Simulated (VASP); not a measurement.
C: single point with PBE+D3(BJ)

The system is C.

```
CELL_PARAMETERS angstrom
0.00000 1.77840 1.77840
1.77840 0.00000 1.77840
1.77840 1.77840 0.00000
ATOMIC_POSITIONS crystal
C 0.75000 0.75000 0.75000
C 0.50000 0.50000 0.50000
```

```
Program             : VASP 6.6.1
Task                : single point
Functional          : PBE
Dispersion          : D3(BJ)
Potentials or basis : VASP PAW PBE potentials, release 64 (C)
Cutoff              : 520 eV
k mesh              : 13 × 13 × 13
Occupations         : fermi-dirac, width 0.05 eV
Spin                : no spin polarisation
```

```json
{
 "Pressure": "0.8 GPa",
 "Band gap on the k mesh": "4.16 eV, indirect (least direct gap 5.61 eV)",
 "Dispersion energy per atom": "-0.193 eV"
}
```

Levels at points of the mesh, in eV from the valence-band top:
```
           k point  band 1  band 2  band 3  band 4  band 5  band 6  band 7  band 8
(0.00, 0.00, 0.00)  -21.59    0.00    0.00    0.00    5.61    5.61    5.61   13.52
```

It took 5.4 s on 1 thread of Intel Xeon 6975P-C, on a shared host, peak memory 0.14 GiB.

A k mesh can miss the band edges.
